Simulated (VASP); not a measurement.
A run of VASP 6.6.1:

File INCAR:

```
PREC = Accurate ; ENCUT = 520
EDIFF = 1E-7 ; ISMEAR = 0
SIGMA = 0.15 ; LREAL = F
LASPH = T ; NELM = 80
ALGO = Normal ; ISIF = 2
LWAVE = F ; LCHARG = F
GGA = PS ; NBANDS = 16
```

Contents of KPOINTS:

```
Automatic mesh
0
Gamma
  12 12 12
```

The input POSCAR:

```
LiPb
1.0
    2.4186952754      1.3964343683      2.0626700000
   -2.4186952754      1.3964343683      2.0626700000
    0.0000000000     -2.7928687367      2.0626700000
Li Pb
1 1
Direct
    0.5000000000      0.5000000000      0.5000000000
    0.0000000000      0.0000000000      0.0000000000
```

Potentials or basis: VASP PAW PBE potentials, release 64 (Li_sv, Pb_d).

Command:

```console
$ cat potpaw_PBE.64/Li_sv/POTCAR potpaw_PBE.64/Pb_d/POTCAR > POTCAR
$ mpirun -np 1 vasp_std > vasp.out
```

Hardware: 1 thread of AMD EPYC 7R43 64-Core Processor (Zen 3), on a shared host.

Problem. How long does it take, and how much memory?

Solution. It took 79 s on 1 thread of AMD EPYC 7R43 64-Core Processor (Zen 3), with other jobs on the host, peak memory 0.21 GiB. Counts: scf iterations 12, k points 189.
